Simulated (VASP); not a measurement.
Set up this calculation in VASP 6.6.1, as the native input.

```
Task                   : relaxation of cell and atoms
Functional             : PBE
Potentials or basis    : VASP PAW PBE potentials, release 64 (Ti_sv, Zn, N)
Cutoff                 : 600 eV
k mesh                 : 3 × 3 × 3
Occupations            : gaussian, width 0.15 eV
Spin                   : collinear spin
Starting moments       : [1.0, 0.0, 0.0, 0.0, 0.0, 0.0, 0.0] μB
Dipole correction      : no
Further INCAR settings : ALGO = Normal; EDIFF = 1e-06; IBRION = 2; EDIFFG = -0.08; NSW = 36; ISIF = 3
```

The structure of TiZn3N3 lies in POSCAR:

```
TiZn3N3
1.0
    5.1393404200      0.0000000000      0.0000000000
   -2.5696702100      4.4507993600      0.0000000000
    0.0000000000      0.0000000000      4.2199846100
Ti Zn N
1 3 3
Direct
    0.0000000000      0.0000000000      0.0000000000
    0.0000000000      0.0000000000      0.5000000000
    0.3333333300      0.6666666700      0.0000000000
    0.6666666700      0.3333333300      0.0000000000
    0.5390446700      0.0000000000      0.0000000000
    0.0000000000      0.5390446700      0.0000000000
    0.4609553300      0.4609553300      0.0000000000
```

The cell was built from a structure type or drawn by symmetry, and may not be a known phase.

These files were run (other wordings do the same):

INCAR

```
SYSTEM = TiZn3N3
PREC = Accurate
ENCUT = 600
EDIFF = 1E-6
ISMEAR = 0
SIGMA = 0.15
LREAL = .False.
LASPH = .True.
NELM = 150
ALGO = Normal
ISIF = 3
LWAVE = .False.
LCHARG = .False.
ISPIN = 2
MAGMOM = 1 0 0 0 0 0 0
LORBIT = 11
LMAXMIX = 4
GGA = PE
IBRION = 2
NSW = 36
EDIFFG = -0.08
```

KPOINTS

```
Automatic mesh
0
Gamma
  3 3 3
  0 0 0
```

Potentials or basis: VASP PAW PBE potentials, release 64 (Ti_sv, Zn, N).

Run with:

```console
$ cat potpaw_PBE.64/Ti_sv/POTCAR potpaw_PBE.64/Zn/POTCAR potpaw_PBE.64/N/POTCAR > POTCAR
$ mpirun -np 1 vasp_std > vasp.out
```

It gave:

```yaml
Relaxed_volume: 21.24 Å³/atom
Relaxed_cell: a = 5.730 Å, b = 5.730 Å, c = 5.230 Å, α = 90.00°, β = 90.00°, γ = 120.00°
Space_group_after_relaxing_to_0.1_Å: P-62m (No. 189)
Energy_gained_by_relaxing: 3008.0 meV/atom
Ionic_steps: 18
Pressure_after_relaxing: 0.1 GPa
Largest_force_after_relaxing: 0.019 eV/Å
Net_moment: 0.01 μB per cell
Valence_electrons_inside_the_program's_atomic_spheres: Ti 10.61; Zn 10.62, 10.91 (each value once); N 3.65
```

Caveat: the k points lie up to 0.42 Å⁻¹ apart in the final cell; the volume moved by over 15 % at a fixed basis, so the end points are rough.

Wall time 22 min on 1 thread of Intel(R) Xeon(R) Platinum 8488C (Sapphire Rapids) (shared host), peak memory 0.33 GiB.
